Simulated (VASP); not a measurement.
# BaF2 (Fm-3m) in VASP: single point with PBE

Aim: the single point of BaF2 with PBE.

Everything below comes from runs of VASP 6.6.1. Logs are shortened: lines on timing, memory, paths and dates and some standing lists are left out, and cuts for length are marked.

## (1) The cell of the first run

The structure is cubic, space group Fm-3m (No. 225). Conventional cell: a = 6.194 Å, b = 6.194 Å, c = 6.194 Å, α = 90.00°, β = 90.00°, γ = 90.00°. Ba (site symmetry m-3m) has 8 F at 2.68 Å within 3.5 Å. F (site symmetry -43m) has 4 Ba at 2.68 Å and 6 F at 3.10 Å within 3.5 Å.

## (2) Single point, PBE

The input, INCAR:

```
  PREC = Accurate
  ENCUT = 600
  EDIFF = 1E-6
  ISMEAR = 0
  SIGMA = 0.01
  LREAL = F
  LASPH = T
  NELM = 120
  ALGO = Normal
  ISIF = 2
  LWAVE = F
  LCHARG = T
  GGA = PE
  LELF = T
  LVHAR = T
  NBANDS = 19
  GGA_COMPAT = F
```

The input, KPOINTS:

```
regular mesh
0
Gamma
  8 8 8
```

The input, POSCAR:

```
BaF2
1.0
    0.0000000000      3.0971637718      3.0971637718
    3.0971637718      0.0000000000      3.0971637718
    3.0971637718      3.0971637718      0.0000000000
Ba F
1 2
Direct
    0.0000000000      0.0000000000      0.0000000000
    0.2500000000      0.2500000000      0.2500000000
    0.7500000000      0.7500000000      0.7500000000
```

Potentials or basis: VASP PAW PBE potentials, release 64 (Ba_sv, F).

On the command line:

```
cat potpaw_PBE.64/Ba_sv/POTCAR potpaw_PBE.64/F/POTCAR > POTCAR
mpirun -np 1 vasp_std > vasp.out
```

OUTCAR:

```text
PREC = Accurate
   ENCUT = 600
   EDIFF = 1E-6
   ISMEAR = 0
   LREAL = F
   LASPH = T
   NELM = 120
   ISIF = 2
   GGA = PE

 ion  position               nearest neighbor table
   1  0.000  0.000  0.000-   3 2.68   3 2.68   3 2.68   2 2.68   3 2.68   2 2.68   2 2.68   2 2.68

   2  0.250  0.250  0.250-   1 2.68   1 2.68   1 2.68   1 2.68
   3  0.750  0.750  0.750-   1 2.68   1 2.68   1 2.68   1 2.68

  LATTYP: Found a face centered cubic cell.
 ALAT       =     6.1943275436

  Lattice vectors:

 A1 = (   0.0000000000,   3.0971637718,   3.0971637718)
 A2 = (   3.0971637718,   0.0000000000,   3.0971637718)
 A3 = (   3.0971637718,   3.0971637718,   0.0000000000)

Analysis of symmetry for initial positions (statically):
=====================================================================
 Subroutine PRICEL returns:
 Original cell was already a primitive cell.

 Routine SETGRP: Setting up the symmetry group for a
 face centered cubic supercell.

 Subroutine GETGRP returns: Found 48 space group operations
 (whereof 48 operations were pure point group operations)
 out of a pool of 48 trial point group operations.

The static configuration has the point symmetry O_h .

Analysis of symmetry for dynamics (positions and initial velocities):
=====================================================================
 Subroutine PRICEL returns:
 Original cell was already a primitive cell.

 Routine SETGRP: Setting up the symmetry group for a
 face centered cubic supercell.

 Subroutine GETGRP returns: Found 48 space group operations
 (whereof 48 operations were pure point group operations)
 out of a pool of 48 trial point group operations.

The dynamic configuration has the point symmetry O_h .

 Subroutine INISYM returns: Found 48 space group operations
 (whereof 48 operations are pure point group operations),
 and found     1 'primitive' translations

----------------------------------------------------------------------------------------

                                     Primitive cell

  volume of cell :      59.4186

  direct lattice vectors                    reciprocal lattice vectors
     0.000000000  3.097163772  3.097163772    -0.161438024  0.161438024  0.161438024
     3.097163772  0.000000000  3.097163772     0.161438024 -0.161438024  0.161438024
     3.097163772  3.097163772  0.000000000     0.161438024  0.161438024 -0.161438024

  length of vectors
     4.380051011  4.380051011  4.380051011     0.279618860  0.279618860  0.279618860

  position of ions in fractional coordinates (direct lattice)
     0.000000000  0.000000000  0.000000000
     0.250000000  0.250000000  0.250000000
     0.750000000  0.750000000  0.750000000

  ion indices of the primitive-cell ions
   primitive index   ion index
                 1           1
                 2           2
                 3           3

----------------------------------------------------------------------------------------

 KPOINTS: regular mesh

Automatic generation of k-mesh.
 Grid dimensions read from file:
 generate k-points for:    8    8    8

 Generating k-lattice:

  Cartesian coordinates                     Fractional coordinates (reciprocal lattice)
    -0.020179753  0.020179753  0.020179753     0.125000000  0.000000000  0.000000000
     0.020179753 -0.020179753  0.020179753     0.000000000  0.125000000  0.000000000
     0.020179753  0.020179753 -0.020179753     0.000000000  0.000000000  0.125000000

  Length of vectors
     0.034952358  0.034952358  0.034952358

  Shift w.r.t. Gamma in fractional coordinates (k-lattice)
     0.000000000  0.000000000  0.000000000

 Subroutine IBZKPT returns following result:
 ===========================================

 Found     29 irreducible k-points:

 Following reciprocal coordinates:
            Coordinates               Weight
  0.000000  0.000000  0.000000      1.000000
  0.125000  0.000000  0.000000      8.000000
  0.250000  0.000000  0.000000      8.000000
  0.375000  0.000000  0.000000      8.000000
  0.500000  0.000000  0.000000      4.000000
  0.125000  0.125000  0.000000      6.000000
[... 16 lines left out ...]
  0.500000  0.250000  0.125000     48.000000
 -0.375000  0.250000  0.125000     24.000000
 [... further k-points ...]
   k-points           NKPTS =     29   k-points in BZ     NKDIM =     29   number of bands    NBANDS=     19
   number of dos      NEDOS =    301   number of ions     NIONS =      3
   total plane-waves  NPLWV =  46656
   dimension x,y,z NGX =    36 NGY =   36 NGZ =   36
   dimension x,y,z NGXF=    72 NGYF=   72 NGZF=   72
   ions per type =               1   2
   NGX,Y,Z   is equivalent  to a cutoff of  13.66, 13.66, 13.66 a.u.
   NGXF,Y,Z  is equivalent  to a cutoff of  27.33, 27.33, 27.33 a.u.
 SYSTEM =  unknown system
   PREC   = accura    normal or accurate (medium, high low for compatibility)
   ISTART =      0    job   : 0-new  1-cont  2-samecut
   ICHARG =      2    charge: 1-file 2-atom 10-const
   ISPIN  =      1    spin polarized calculation?
   LNONCOLLINEAR =      F non collinear calculations
   LSORBIT =      F    spin-orbit coupling
   LASPH  =      T    aspherical Exc in radial PAW
   ENCUT  =  600.0 eV  44.10 Ry    6.64 a.u.   8.75  8.75  8.75*2*pi/ulx,y,z
   NELM   =    120;   NELMIN=  2; NELMDL= -5     # of ELM steps
   EDIFF  = 0.1E-05   stopping-criterion for ELM
   LREAL  =      F    real-space projection
   EDIFFG = 0.1E-04   stopping-criterion for IOM
   NSW    =      0    number of steps for IOM
   IBRION =     -1    ionic relax: 0-MD 1-quasi-New 2-CG
   NFREE  =      0    steps in history (QN), initial steepest desc. (CG)
   ISIF   =      2    stress and relaxation
   ISYM   =      2    0-nonsym 1-usesym 2-fastsym
   POTIM  = 0.5000    time-step for ionic-motion
   TEBEG  =    0.0;   TEEND  =   0.0 temperature during run
   PSTRESS=    0.0 pullay stress
   NELECT =      24.0000    total number of electrons
   NUPDOWN=      -1.0000    fix difference up-down
   EMIN   =  10.00;   EMAX   =-10.00  energy-range for DOS
   EFERMI =   0.00;   METHOD = LEGACY
   ISMEAR =     0;   SIGMA  =   0.01  broadening in eV -4-tet -1-fermi 0-gaus
   EFERMI_NEDOS =   21; number of points for ismear=-14 and -15
   IALGO  =     38    algorithm
   IMIX   =      4    mixing-type and parameters
     AMIX     =   0.40;   BMIX     =  1.00
     AMIX_MAG =   1.60;   BMIX_MAG =  1.00
  volume/ion in A,a.u.               =      19.81       133.66
  Fermi-wavevector in a.u.,A,eV,Ry     =   1.210146  2.286844 19.925095  1.464453
  Thomas-Fermi vector in A             =   2.345702
   LORBIT       =      0    0 simple, 1 ext, 2 COOP (PROOUT), +10 PAW based schemes
   GGA     = PE    functional components
   LHFCALC =     F    Hartree Fock is set to
   AEXX    =    0.0000 exact exchange contribution
   IVDW    =     0    specifies the selected vdW correction
   LEPSILON=     F    determine dielectric tensor
   LRPA    =     F    only Hartree local field effects (RPA)
 non-spin polarized calculation
 Gauss-broadening in eV      SIGMA  =   0.01
  energy-cutoff  :      600.00
  volume of cell :       59.42
 maximum number of plane-waves:      2012
   NGX = 17   NGY = 17   NGZ = 17

 number of electron      24.0000001 magnetization

 Free energy of the ion-electron system (eV)
  ---------------------------------------------------
  ext. energy  EPLUGINS =         0.00000000
  ---------------------------------------------------
  free energy    TOTEN  =       -17.10989904 eV

  energy without entropy =      -17.10989904  energy(sigma->0) =      -17.10989904

 E-fermi :  -2.0024     XC(G=0):  -8.7135

 val. band max:       -2.0608910867   @ k =  -0.2500   0.2500   0.0000
 cond. band min:       4.7152208006   @ k =   0.0000   0.0000   0.0000
 fundamental gap:      6.7761118873
 Fermi energy:        -2.0024252939

 k-point     1 :       0.0000    0.0000    0.0000
  band No.  band energies     occupation
      1     -25.1532      2.00000
      2     -20.9984      2.00000
      3     -20.9462      2.00000
      4      -9.9866      2.00000
      5      -9.9866      2.00000
      6      -9.9866      2.00000
[... 11 lines left out ...]
     18       9.3471      0.00000
     19      13.4028      0.00000

 k-point     2 :       0.1250    0.0000    0.0000
  band No.  band energies     occupation
      1     -25.1234      2.00000
      2     -21.0140      2.00000
      3     -20.9832      2.00000
      4     -10.0151      2.00000
      5     -10.0111      2.00000
      6     -10.0111      2.00000
[... 11 lines left out ...]
     18       9.3606      0.00000
     19      12.7337      0.00000

 k-point     3 :       0.2500    0.0000    0.0000
  band No.  band energies     occupation
      1     -25.0490      2.00000
      2     -21.0934      2.00000
      3     -21.0337      2.00000
      4     -10.0768      2.00000
      5     -10.0687      2.00000
      6     -10.0687      2.00000
[... 11 lines left out ...]
     18       9.4103      0.00000
     19      11.7207      0.00000

 k-point     4 :       0.3750    0.0000    0.0000
  band No.  band energies     occupation
      1     -24.9704      2.00000
      2     -21.1978      2.00000
      3     -21.0637      2.00000
      4     -10.1297      2.00000
      5     -10.1242      2.00000
      6     -10.1242      2.00000
[... 11 lines left out ...]
     18       9.4907      0.00000
     19      11.5154      0.00000

 k-point     5 :       0.5000    0.0000    0.0000
  band No.  band energies     occupation
      1     -24.9365      2.00000
      2     -21.2431      2.00000
      3     -21.0756      2.00000
      4     -10.1494      2.00000
      5     -10.1466      2.00000
      6     -10.1466      2.00000
[... 11 lines left out ...]
     18       9.5365      0.00000
     19      11.8672      0.00000

 k-point     6 :       0.1250    0.1250    0.0000
  band No.  band energies     occupation
      1     -25.1135      2.00000
      2     -21.0171      2.00000
      3     -20.9976      2.00000
      4     -10.0487      2.00000
      5     -10.0487      2.00000
      6      -9.9654      2.00000
[... 11 lines left out ...]
     18       9.4055      0.00000
     19      13.3806      0.00000

 k-point     7 :       0.2500    0.1250    0.0000
  band No.  band energies     occupation
      1     -25.0536      2.00000
      2     -21.0747      2.00000
      3     -21.0441      2.00000
      4     -10.1157      2.00000
      5     -10.1148      2.00000
      6      -9.9750      2.00000
[... 11 lines left out ...]
     18       9.4801      0.00000
     19      12.3610      0.00000

 k-point     8 :       0.3750    0.1250    0.0000
  band No.  band energies     occupation
      1     -24.9756      2.00000
      2     -21.1734      2.00000
      3     -21.0792      2.00000
      4     -10.1707      2.00000
      5     -10.1696      2.00000
      6     -10.0319      2.00000
[... 256 lines left out ...]
 k-point    20 :      -0.3750    0.3750    0.0000
  band No.  band energies     occupation
      1     -24.8666      2.00000
      2     -21.2644      2.00000
      3     -21.1694      2.00000
      4     -10.3142      2.00000
      5     -10.3073      2.00000
      6      -9.9639      2.00000
[... 11 lines left out ...]
     18      11.7733      0.00000
     19      12.6778      0.00000

 k-point    21 :       0.5000    0.5000    0.0000
  band No.  band energies     occupation
      1     -24.8600      2.00000
      2     -21.3186      2.00000
      3     -21.1235      2.00000
      4     -10.3814      2.00000
      5     -10.3814      2.00000
      6      -9.8237      2.00000
[... 11 lines left out ...]
     18      10.8698      0.00000
     19      12.8625      0.00000

 k-point    22 :       0.3750    0.2500    0.1250
  band No.  band energies     occupation
      1     -24.9915      2.00000
      2     -21.1395      2.00000
      3     -21.0858      2.00000
      4     -10.1842      2.00000
      5     -10.1747      2.00000
      6      -9.9832      2.00000
[... 11 lines left out ...]
     18       9.7575      0.00000
     19      12.3439      0.00000

 k-point    23 :       0.5000    0.2500    0.1250
  band No.  band energies     occupation
      1     -24.9266      2.00000
      2     -21.2046      2.00000
      3     -21.1305      2.00000
      4     -10.2498      2.00000
      5     -10.1771      2.00000
      6     -10.0461      2.00000
[... 11 lines left out ...]
     18      10.2405      0.00000
     19      12.0163      0.00000

 k-point    24 :      -0.3750    0.2500    0.1250
  band No.  band energies     occupation
      1     -24.8988      2.00000
      2     -21.2330      2.00000
      3     -21.1487      2.00000
      4     -10.2761      2.00000
      5     -10.1251      2.00000
      6     -10.1246      2.00000
[... 11 lines left out ...]
     18      10.5445      0.00000
     19      11.8852      0.00000

 [... further k-points ...]

------------------------ aborting loop because EDIFF is reached ----------------------------------------

  FORCE on cell =-STRESS in cart. coord.  units (eV):
  Direction    XX          YY          ZZ          XY          YZ          ZX
  --------------------------------------------------------------------------------------
  -------------------------------------------------------------------------------------
  Total        0.9126415      0.9126415      0.9126415      0.0000000      0.0000000     -0.0000000
  in kB       24.6086792     24.6086792     24.6086792      0.0000000      0.0000000     -0.0000000
  external PRESSURE =      24.6086792 kB  Pullay stress =       0.0000000 kB

 VOLUME and BASIS-vectors are now :
 -----------------------------------------------------------------------------
  energy-cutoff  :      600.00
  volume of cell :       59.42
      direct lattice vectors                 reciprocal lattice vectors
     0.000000000  3.097163772  3.097163772    -0.161438024  0.161438024  0.161438024
     3.097163772  0.000000000  3.097163772     0.161438024 -0.161438024  0.161438024
     3.097163772  3.097163772  0.000000000     0.161438024  0.161438024 -0.161438024

 POSITION                                       TOTAL-FORCE (eV/Angst)
 -----------------------------------------------------------------------------------
      0.00000      0.00000      0.00000         0.000000      0.000000     -0.000000
      1.54858      1.54858      1.54858         0.000000      0.000000      0.000000
      4.64575      4.64575      4.64575        -0.000000     -0.000000     -0.000000
 -----------------------------------------------------------------------------------
    total drift:                                0.000000      0.000000      0.000000

  FREE ENERGIE OF THE ION-ELECTRON SYSTEM (eV)
  ---------------------------------------------------
  free  energy   TOTEN  =       -17.1098990402 eV

  energy  without entropy=      -17.1098990402  energy(sigma->0) =      -17.10989904
```

It took 60 s on 1 thread of Intel Xeon 8259CL, shared host; peak memory 0.22 GiB.

Results:

```yaml
Free_energy: -17.1099 eV
Pressure: 2.5 GPa
Band_gap_on_the_k_mesh: 6.78 eV (least direct gap 6.86 eV)
```

Levels at points of the mesh, in eV from the valence-band top:
```tsv
k point	band 10	band 11	band 12	band 13	band 14	band 15
(0.00, 0.00, 0.00)	-0.08	-0.08	-0.08	6.78	9.19	9.19
(0.50, 0.00, 0.00)	-0.35	-0.17	-0.17	9.12	9.19	9.19
(0.50, 0.50, 0.00)	-0.33	-0.33	-0.13	7.25	9.01	10.68
```

Caveat: spin-orbit coupling is left out, which moves the levels of the heavy elements. A k mesh can miss the band edges.
